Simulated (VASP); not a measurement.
Input of a VASP 6.6.1 run:

The input INCAR:

```
SYSTEM = Ta
  PREC = Accurate
  ENCUT = 600
  EDIFF = 1E-6
  ISMEAR = 0
  SIGMA = 0.1
  LREAL = .False.
  LASPH = .True.
  NELM = 100
  ALGO = Normal
  ISIF = 3
  LWAVE = .False.
  LCHARG = .False.
  GGA = PS
  IBRION = 2
  NSW = 70
  EDIFFG = -0.008
  PSTRESS = 400.0
```

Contents of KPOINTS:

```
Automatic mesh
0
Gamma
  18 18 18
  0 0 0
```

The input POSCAR:

```
Ta
1.0
   -1.5620687055      1.5620687055      1.5620687055
    1.5620687055     -1.5620687055      1.5620687055
    1.5620687055      1.5620687055     -1.5620687055
Ta
1
Direct
    0.0000000000      0.0000000000      0.0000000000
```

Potentials or basis: VASP PAW PBE potentials, release 64 (Ta_pv).

Launch:

```sh
$ cat potpaw_PBE.64/Ta_pv/POTCAR > POTCAR
$ mpirun -np 1 vasp_std > vasp.out
```

**Question.** What does it give for the relaxed cell?

**Answer.** a = 2.708 Å, b = 2.708 Å, c = 2.708 Å, α = 109.47°, β = 109.47°, γ = 109.47°.

**Question.** Estimate the relaxed volume.

**Answer.** 15.29 Å³/atom.

Step by step:
```
step  energy change (eV)  largest force (eV/Å)  pressure (GPa)  volume (Å³)
   1              0.0000                0.0000           41.08        15.25
   2             -0.0547                0.0000           35.98        15.47
   3             -0.0118                0.0000           39.99        15.29
```

Caveat: the cell is relaxed towards a set pressure, so the run minimises the enthalpy, not the energy; the PAW data sets were made with another functional, which shifts forces and pressure a little.
